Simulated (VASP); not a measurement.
Input of a VASP 6.6.1 run:

File INCAR:

```
PREC = Accurate
ENCUT = 520
EDIFF = 1E-6
ISMEAR = 0
SIGMA = 0.15
LREAL = F
LASPH = T
NELM = 150
ALGO = Normal
ISIF = 2
LWAVE = F
LCHARG = F
ISPIN = 2
MAGMOM = 1.95 1.95
LORBIT = 11
LMAXMIX = 4
GGA = PE
NBANDS = 20
```

KPOINTS

```
Automatic mesh
0
Gamma
  24 24 14
```

File POSCAR:

```
Co
1.0
    2.5899956914      0.0000000000      0.0000000000
   -1.2949978457      2.2430020645      0.0000000000
    0.0000000000      0.0000000000      3.8697956408
Co
2
Direct
    0.3333333333      0.6666666667      0.2500000000
    0.6666666667      0.3333333333      0.7500000000
```

Potentials or basis: VASP PAW PBE potentials, release 64 (Co).

Command:

```sh
$ cat potpaw_PBE.64/Co/POTCAR > POTCAR
$ mpirun -np 1 vasp_std > vasp.out
```

Predict the pressure.

-6.2 GPa.

Predict the site moments.

Co +1.64 μB.

Stress tensor (GPa, compression positive):
```
-12.51   0.00   0.00
  0.00 -12.51   0.00
  0.00   0.00   6.56
```
